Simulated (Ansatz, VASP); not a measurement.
## Cu5Mo in VASP and in Ansatz

```xyz
6
Lattice="2.6320 0.0000 0.0000 -1.3160 2.2794 0.0000 0.0000 0.0000 12.8352" Properties=species:S:1:pos:R:3 pbc="T T T"
Cu    1.3160    0.7598   10.5433
Cu    0.0000    1.5196    8.4750
Cu    0.0000    1.5196    2.2920
Cu    1.3160    0.7598    4.3602
Cu    0.0000    0.0000    6.4176
Mo    0.0000    0.0000    0.0000
```

Alike in both runs: functional PBE; k mesh 12 × 12 × 4; occupations gaussian, width 0.1 eV; no spin polarisation.

Ansatz relaxed the structure, and its values are those at the end. VASP's run is a single point on that final structure, the one shown.

|  | VASP | Ansatz |
| --- | --- | --- |
| version | VASP 6.6.1 | Ansatz 0.2.0 |
| potentials or method | VASP PAW PBE potentials, release 64 (Cu, Mo_sv), cutoff 520 eV | scalar-relativistic, plane waves, PAW |
| valence electrons in the cell | 69 | 109 |

```tsv
	VASP	Ansatz	Ansatz less VASP
gap on the k mesh at the Fermi level (eV)	none	none	-
pressure (GPa)	0.5	0.0	-0.53
```

A gap of «none» marks a metal or a gap that the smearing closes. VASP's potentials hold 69 valence electrons a cell and Ansatz's 109, so a difference there can come from the potentials and not from the codes.
